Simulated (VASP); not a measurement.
A run of VASP 6.6.1 is set up as follows.

Contents of INCAR:

```
SYSTEM = Mg
ALGO     = Normal         ! electronic algorithm
EDIFF    = 1E-8           ! SCF threshold, eV
ENCUT    = 520            ! plane-wave cutoff, eV
GGA      = PE             ! functional
ISIF     = 2              ! what is computed and relaxed
ISMEAR   = -1             ! smearing method
LASPH    = .True.         ! aspherical terms in the spheres
LCHARG   = .False.        ! write CHGCAR
LEFG     = .True.       
LREAL    = .False.        ! projectors in reciprocal space
LWAVE    = .False.        ! write WAVECAR
NBANDS   = 7              ! bands
NELM     = 100            ! most SCF steps
PREC     = Accurate       ! precision mode
SIGMA    = 0.03           ! smearing width, eV
```

KPOINTS

```
k-points
0
Gamma
  16 16 16
  0 0 0
```

Contents of POSCAR:

```
Mg
1.0
    0.0000000000      2.2442560000      2.1769283200
    2.2442560000      0.0000000000      2.1769283200
    2.2442560000      2.2442560000      0.0000000000
Mg
1
Direct
    0.0000000000      0.0000000000      0.0000000000
```

Potentials or basis: VASP PAW PBE potentials, release 64 (Mg).

Command:

```bash
$ cat potpaw_PBE.64/Mg/POTCAR > POTCAR
$ mpirun -np 1 vasp_std > vasp.out
```

**Question.** What does it give for the band gap on the k mesh?

**Answer.** Zero (band 1 reaches 4.28 eV, above the bottom of band 2 at 1.58 eV).

**Question.** What does it give for the pressure?

**Answer.** 1.9 GPa.

Electric field gradients, principal values (V/Å²):
```
atom   least  middle  greatest (by size)
1 Mg  -0.496  -0.496               0.992
```

Caveat: the cell differs from its parent crystal (zz strain of -3 %); without QUAD_EFG the Cq values of the log hold for a quadrupole moment of 1 mb, not for the nuclei.
